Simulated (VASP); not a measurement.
# Bi2Se3: single point with PBEsol

Crystal: Bi2Se3.

```
CELL_PARAMETERS angstrom
2.07150 1.19598 9.54533
-2.07150 1.19598 9.54533
0.00000 -2.39196 9.54533
ATOMIC_POSITIONS crystal
Bi 0.59920 0.59920 0.59920
Bi 0.40080 0.40080 0.40080
Se 0.78830 0.78830 0.78830
Se 0.21170 0.21170 0.21170
Se 0.00000 0.00000 0.00000
```

| Property | Result |
| --- | --- |
| Program | VASP 6.6.1 |
| Task | single point |
| Functional | PBEsol |
| Potentials or basis | VASP PAW PBE potentials, release 64 (Bi_d, Se) |
| Cutoff | 520 eV |
| k mesh | 6 × 6 × 6 |
| Occupations | fermi-dirac, width 0.05 eV |
| Spin | non-collinear spin, zero start, spin-orbit coupling |
| Starting moments | [[0.0, 0.0, 0.0], [0.0, 0.0, 0.0], [0.0, 0.0, 0.0], [0.0, 0.0, 0.0], [0.0, 0.0, 0.0]] μB |

```json
{"Pressure": "0.0 GPa", "Largest force": "0.243 eV/Å", "Net moment": "0.00 μB per cell", "Valence electrons inside the program's atomic spheres": "Bi 12.66; Se 3.76, 3.79 (each value once)"}
```

Forces in eV/Å, atoms in the order of the input:
```
Bi   0.000  0.000  0.243
Bi   0.000  0.000 -0.243
Se   0.000  0.000  0.215
Se   0.000  0.000 -0.215
Se   0.000  0.000  0.000
```

Stress tensor (GPa, compression positive):
```
 0.04  0.00  0.00
 0.00  0.04  0.00
 0.00  0.00 -0.04
```

Moments on the atoms (μB; x, y, z):
```
Bi  0.00 0.00 0.00
Bi  0.00 0.00 0.00
Se  0.00 0.00 0.00
Se  0.00 0.00 0.00
Se  0.00 0.00 0.00
```

Wall time 2 h on 1 thread of Oxide Virtual Turin-like Processor, with other jobs on the host, peak memory 2.7 GiB.

Caveat: the PAW data sets were made with another functional, which shifts forces and pressure a little.
